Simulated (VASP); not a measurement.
Wanted: the native input for a VASP 6.6.1 run.

```
Task                   : single point
Functional             : r2SCAN
Potentials or basis    : VASP PAW PBE potentials, release 64 (Zn, Ga_d)
Cutoff                 : 520 eV
k mesh                 : 10 × 10 × 10
Occupations            : gaussian, width 0.1 eV
Spin                   : no spin polarisation
Dipole correction      : no
Further INCAR settings : ALGO = Normal; EDIFF = 1e-07; NBANDS = 34
```

The system is ZnGa3.

```
Zn Ga
1.0
     4.06841    0.00000    0.00000
     0.00000    4.06841    0.00000
     0.00000    0.00000    4.06841
Zn Ga
1 3
Cartesian
  0.0000 0.0000 0.0000
  0.0000 2.0342 2.0342
  2.0342 0.0000 2.0342
  2.0342 2.0342 0.0000
```

One way to write it, as run:

POSCAR

```
ZnGa3
1.0
    4.0684090222      0.0000000000      0.0000000000
    0.0000000000      4.0684090222      0.0000000000
    0.0000000000      0.0000000000      4.0684090222
Zn Ga
1 3
Direct
    0.0000000000      0.0000000000      0.0000000000
    0.0000000000      0.5000000000      0.5000000000
    0.5000000000      0.0000000000      0.5000000000
    0.5000000000      0.5000000000      0.0000000000
```

INCAR.step1

```
SYSTEM = ZnGa3
  ALGO = Normal
  EDIFF = 1E-4
  ENCUT = 520
  GGA = PE
  ISMEAR = 0
  LASPH = .TRUE.
  LCHARG = .FALSE.
  LREAL = .FALSE.
  LWAVE = .TRUE.
  NBANDS = 34
  NELM = 100
  PREC = Accurate
  SIGMA = 0.1
```

INCAR.step2

```
SYSTEM = ZnGa3
  ALGO = Normal
  EDIFF = 1E-7
  ENCUT = 520
  ISIF = 2
  ISMEAR = 0
  ISTART = 1
  LASPH = .TRUE.
  LCHARG = .FALSE.
  LMIXTAU = .TRUE.
  LREAL = .FALSE.
  LWAVE = .FALSE.
  METAGGA = R2SCAN
  NBANDS = 34
  NELM = 100
  PREC = Accurate
  SIGMA = 0.1
```

KPOINTS

```
k-points
0
G
  10 10 10
  0 0 0
```

Potentials or basis: VASP PAW PBE potentials, release 64 (Zn, Ga_d).

Launch:

```bash
$ cat potpaw_PBE.64/Zn/POTCAR potpaw_PBE.64/Ga_d/POTCAR > POTCAR
$ cp INCAR.step1 INCAR
$ mpirun -np 1 vasp_std > vasp.out
$ cp INCAR.step2 INCAR
$ mpirun -np 1 vasp_std > vasp.out
```

Results of the run:

The pressure is 0.1 GPa.

Caveat: the PAW data sets were made with another functional, which shifts forces and pressure a little.

Run time: 2.6 min on 1 thread of Intel(R) Xeon(R) 6975P-C (Granite Rapids) (shared host), peak memory 0.24 GiB.
